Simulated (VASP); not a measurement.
A run of VASP 6.6.1 is set up as follows.

INCAR

```
ALGO = Normal
EDIFF = 1E-6
ENCUT = 520
ISIF = 2
ISMEAR = -1
LASPH = T
LCHARG = T
LELF = T
LREAL = F
LVHAR = T
LWAVE = F
NBANDS = 16
NELM = 80
PREC = Accurate
SIGMA = 0.05
```

KPOINTS

```
k-points
0
Gamma
  8 8 8
```

POSCAR

```
InAs
1.0
    0.0000000000      2.9337360524      2.9337360524
    2.9337360524      0.0000000000      2.9337360524
    2.9337360524      2.9337360524      0.0000000000
In As
1 1
Direct
    0.5000000000      0.5000000000      0.5000000000
    0.0000000000      0.0000000000      0.0000000000
```

Potentials or basis: VASP PAW LDA potentials, release 64 (In_d, As).

Run with:

```console
$ cat potpaw_LDA.64/In_d/POTCAR potpaw_LDA.64/As/POTCAR > POTCAR
$ mpirun -np 1 vasp_std > vasp.out
```

(1) Predict the band gap on the k mesh.

(2) Estimate the pressure.

Answers

(1) zero (band 9 reaches 5.46 eV, above the bottom of band 10 at 3.07 eV).

(2) -7.5 GPa.

Caveat: spin-orbit coupling is left out, which moves the levels of the heavy elements.
